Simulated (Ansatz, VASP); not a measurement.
**C in VASP and in Ansatz**

Contents of INCAR:

```
SYSTEM = C
ALGO = Normal ; EDIFF = 1E-6
ENCUT = 520 ; GGA = PS
ISIF = 2 ; ISMEAR = 0
LASPH = .True. ; LCHARG = .True.
LELF = .True. ; LREAL = .False.
LVHAR = .True. ; LWAVE = .False.
NBANDS = 16 ; NELM = 60
PREC = Accurate ; SIGMA = 0.01
```

Contents of KPOINTS:

```
k-points
0
Gamma
  9 9 6
  0 0 0
```

Contents of POSCAR:

```
C
1.0
    2.4982678404      0.0000000000      0.0000000000
   -1.2491339202      2.1635634153      0.0000000000
    0.0000000000      0.0000000000      4.2229976408
C
4
Direct
    0.3333333333      0.6666666667     -0.0002601248
    0.6666666667      0.3333333333      0.4997398752
    0.3333333333      0.6666666667      0.3742601248
    0.6666666667      0.3333333333      0.8742601248
```

Input for Ansatz:

```yaml
crystal:
  lattice:
    - [2.4982678404, 0.0, 0.0]
    - [-1.2491339202, 2.1635634153, 0.0]
    - [0.0, 0.0, 4.2229976408]
  atoms:
    - { symbol: C, position: [0.3333333333, 0.6666666667, -0.0002601248] }
    - { symbol: C, position: [0.6666666667, 0.3333333333, 0.4997398752] }
    - { symbol: C, position: [0.3333333333, 0.6666666667, 0.3742601248] }
    - { symbol: C, position: [0.6666666667, 0.3333333333, 0.8742601248] }
basis:
  ecutwfc: 420
kpoints:
  mp_grid: { grid: [9, 9, 6] }
  band_path:
    path:
      - [0.0, 0.0, 0.0]
      - [0.0, 0.0, 0.0]
      - [0.0, 0.0, 0.0]
      - [0.0, 0.0, 0.0]
      - [0.0, 0.0, 0.0]
      - [0.0, 0.0, 0.0]
      - [0.0, 0.0, 0.0]
      - [0.0, 0.0, 0.0]
      - [0.0, 0.0, 0.0]
      - [0.0, 0.0, 0.0]
      - [0.0, 0.0, 0.0]
      - [0.0, 0.0, 0.0]
      - [0.0, 0.0, 0.0]
      - [0.0, 0.0, 0.0]
      - [0.0, 0.0, 0.0]
      - [0.0, 0.0, 0.0]
      - [0.0, 0.0, 0.0]
      - [0.0, 0.0, 0.0]
      - [0.0, 0.0, 0.0]
      - [0.0, 0.0, 0.0]
      - [0.0, 0.0, 0.0]
      - [0.0, 0.0, 0.0]
      - [0.0, 0.0, 0.0]
      - [0.0, 0.0, 0.0]
      - [0.0, 0.0, 0.0]
      - [0.0, 0.0, 0.0]
      - [0.3, 0.0, 0.0]
      - [0.3166666667, 0.0, 0.0]
      - [0.3333333333, 0.0, 0.0]
      - [0.35, 0.0, 0.0]
      - [0.3666666667, 0.0, 0.0]
      - [0.3833333333, 0.0, 0.0]
      - [0.4, 0.0, 0.0]
      - [0.4166666667, 0.0, 0.0]
      - [0.4333333333, 0.0, 0.0]
      - [0.45, 0.0, 0.0]
      - [0.4666666667, 0.0, 0.0]
      - [0.4833333333, 0.0, 0.0]
      - [0.5, 0.0, 0.0]
      - [0.5, 0.0, 0.0]
      - [0.5, 0.0, 0.0416666667]
      - [0.5, 0.0, 0.0833333333]
      - [0.5, 0.0, 0.125]
      - [0.5, 0.0, 0.1666666667]
      - [0.5, 0.0, 0.2083333333]
      - [0.5, 0.0, 0.25]
      - [0.5, 0.0, 0.2916666667]
      - [0.5, 0.0, 0.3333333333]
      - [0.5, 0.0, 0.375]
      - [0.5, 0.0, 0.4166666667]
      - [0.5, 0.0, 0.4583333333]
      - [0.5, 0.0, 0.5]
      - [0.3333333333, 0.3333333333, 0.0]
      - [0.3333333333, 0.3333333333, 0.0]
      - [0.3333333333, 0.3333333333, 0.0]
      - [0.3333333333, 0.3333333333, 0.0]
      - [0.3333333333, 0.3333333333, 0.0]
      - [0.3333333333, 0.3333333333, 0.0]
      - [0.3333333333, 0.3333333333, 0.0]
      - [0.3333333333, 0.3333333333, 0.0]
      - [0.3333333333, 0.3333333333, 0.0]
      - [0.3333333333, 0.3333333333, 0.0]
      - [0.3333333333, 0.3333333333, 0.0]
      - [0.3333333333, 0.3333333333, 0.0]
      - [0.3333333333, 0.3333333333, 0.0]
      - [0.0, 0.0, 0.5]
      - [0.0, 0.0, 0.5]
      - [0.0, 0.0, 0.5]
      - [0.0, 0.0, 0.5]
      - [0.0, 0.0, 0.5]
      - [0.0, 0.0, 0.5]
      - [0.0, 0.0, 0.5]
      - [0.0, 0.0, 0.5]
      - [0.0, 0.0, 0.5]
      - [0.0, 0.0, 0.5]
      - [0.0, 0.0, 0.5]
      - [0.0, 0.0, 0.5]
      - [0.0, 0.0, 0.5]
    npoints: 1
hamiltonian:
  xc: pbesol
  pseudopotentials: { kind: paw, azcp: { folder: soft_1 } }
scf:
  occupations: { method: fixed }
  n_extra_bands: 6
output:
  eigenvalues: true
```

Alike in both runs: task single point; functional PBEsol; k mesh 9 × 9 × 6; no spin polarisation.

```csv
,VASP,Ansatz
version,VASP 6.6.1,Ansatz 0.2.0
potentials or method,"VASP PAW PBE potentials, release 64 (C), cutoff 520 eV","scalar-relativistic, plane waves, PAW"
occupations,"gaussian, width 0.01 eV",fixed
valence electrons in the cell,16,16
```

```tsv
	VASP	Ansatz	Ansatz less VASP
gap on the k mesh at the Fermi level (eV)	3.09	3.11	+0.017
least direct gap on the mesh (eV)	4.85	4.85	+0.002
```

VASP's potentials were made for PBE, not for PBEsol, and Ansatz warns of the same on its side.
